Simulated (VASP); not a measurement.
Here is a VASP 6.6.1 calculation.

Contents of POSCAR:

```
KMgI3
1.0
    5.6975794737      0.0000000000      0.0000000000
    0.0000000000      5.8138566058      0.0000000000
    0.0000000000      0.0000000000      5.8138566058
K Mg I
1 1 3
Direct
    0.0000000000      0.0000000000      0.0000000000
    0.5000000000      0.5000000000      0.5000000000
    0.5000000000      0.5000000000      0.0000000000
    0.5000000000      0.0000000000      0.5000000000
    0.0000000000      0.5000000000      0.5000000000
```

Contents of INCAR.step1:

```
SYSTEM = KMgI3
PREC = Accurate ; ENCUT = 520
ISMEAR = 0 ; SIGMA = 0.01
LREAL = .FALSE. ; LASPH = .TRUE.
NELM = 80 ; NBANDS = 24
GGA = PE ; ALGO = Normal
EDIFF = 1E-4 ; LWAVE = .TRUE.
LCHARG = .FALSE.
```

The input INCAR.step2:

```
SYSTEM = KMgI3
PREC = Accurate ; ENCUT = 520
EDIFF = 1E-6 ; ISMEAR = 0
SIGMA = 0.01 ; LREAL = .FALSE.
LASPH = .TRUE. ; NELM = 80
ALGO = Normal ; ISIF = 2
LWAVE = .FALSE. ; LCHARG = .FALSE.
METAGGA = R2SCAN ; LMIXTAU = .TRUE.
NBANDS = 24 ; ISTART = 1
```

KPOINTS

```
regular mesh
0
G
  4 4 4
  0 0 0
```

Potentials or basis: VASP PAW PBE potentials, release 64 (K_sv, Mg, I).

Run with:

```sh
$ cat potpaw_PBE.64/K_sv/POTCAR potpaw_PBE.64/Mg/POTCAR potpaw_PBE.64/I/POTCAR > POTCAR
$ cp INCAR.step1 INCAR
$ mpirun -np 1 vasp_std > vasp.out
$ cp INCAR.step2 INCAR
$ mpirun -np 1 vasp_std > vasp.out
```

**Question.** Estimate the band gap on the k mesh.

**Answer.** 1.84 eV (least direct gap 2.39 eV).

**Question.** What does it give for the pressure?

**Answer.** 0.4 GPa.

Stress tensor (GPa, compression positive):
```
0.74 0.00 0.00
0.00 0.21 0.00
0.00 0.00 0.21
```

Caveat: the cell differs from its parent crystal (uniaxial x strain -2.0%); the PAW data sets were made with another functional, which shifts forces and pressure a little; spin-orbit coupling is left out, which moves the levels of the heavy elements. A k mesh can miss the band edges.
